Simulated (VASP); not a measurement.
Crystal: CsBr.

```
Cs Br
1.0
     4.38651    0.00000    0.00000
     0.00000    4.38651    0.00000
     0.00000    0.00000    4.38651
Cs Br
1 1
Direct
  0.00000 0.00000 0.00000
  0.50000 0.50000 0.50000
```

- Program: VASP 6.6.1
- Task: relaxation of cell and atoms
- Functional: PBEsol
- Potentials or basis: VASP PAW PBE potentials, release 64 (Cs_sv, Br)
- Cutoff: 500 eV
- k mesh: 6 × 6 × 6
- Occupations: fermi-dirac, width 0.02 eV
- Spin: no spin polarisation

At the start: pressure -1.2 GPa; volume 42.20 Å³/atom.

Problem. Where does the relaxation end?

Solution. Over 4 steps the energy falls by 15.8 meV/atom and the volume is 38.30 Å³/atom (-9.2 %); space group Pm-3m (No. 221, to 0.1 Å) before and after.

The path:
```csv
step,energy change (eV),largest force (eV/Å),pressure (GPa),volume (Å³)
1,0.0000,0.0000,-1.18,84.40
2,-0.0224,0.0000,-0.71,80.66
3,-0.0316,0.0000,-0.07,77.01
4,-0.0317,0.0000,0.01,76.60
```

Final structure:
```
CELL_PARAMETERS angstrom
4.24702 0.00000 0.00000
0.00000 4.24702 0.00000
0.00000 0.00000 4.24702
ATOMIC_POSITIONS crystal
Cs 0.00000 0.00000 0.00000
Br 0.50000 0.50000 0.50000
```

Caveat: the PAW data sets were made with another functional, which shifts forces and pressure a little.
